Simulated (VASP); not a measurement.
## Au: single point with r2SCAN

Au:

```
CELL_PARAMETERS angstrom
0.00000 2.07491 2.07491
2.07491 0.00000 2.07491
2.07491 2.07491 0.00000
ATOMIC_POSITIONS crystal
Au 0.00000 0.00000 0.00000
```

```
Program                : VASP 6.6.1
Task                   : single point
Functional             : r2SCAN
Potentials or basis    : VASP PAW PBE potentials, release 64 (Au)
Cutoff                 : 550 eV
k mesh                 : 10 × 10 × 10
Occupations            : fermi-dirac, width 0.1 eV
Spin                   : no spin polarisation
Dipole correction      : no
Further INCAR settings : ALGO = Normal; EDIFF = 1e-06; NBANDS = 12
```

| Property | Result |
| --- | --- |
| Pressure | -2.0 GPa |

Levels at points of the mesh, in eV from the Fermi level:
| k point | band 2 | band 3 | band 4 | band 5 | band 6 | band 7 | band 8 | band 9 | band 10 | band 11 |
| --- | --- | --- | --- | --- | --- | --- | --- | --- | --- | --- |
| (0.00, 0.00, 0.00) | -4.66 | -4.66 | -4.66 | -3.25 | -3.25 | 15.41 | 19.20 | 19.20 | 19.20 | 24.32 |
| (0.50, 0.00, 0.00) | -4.70 | -4.70 | -2.10 | -2.10 | -0.54 | 2.95 | 14.88 | 17.57 | 17.57 | 25.23 |
| (0.50, 0.50, 0.00) | -6.61 | -2.16 | -1.79 | -1.79 | 1.36 | 5.65 | 10.41 | 10.41 | 17.56 | 19.97 |

Wall time 15 s on 1 thread of Intel(R) Xeon(R) 6975P-C (Granite Rapids) (shared host), peak memory 0.15 GiB.

Caveat: the PAW data sets were made with another functional, which shifts forces and pressure a little; spin-orbit coupling is left out, which moves the levels of the heavy elements.
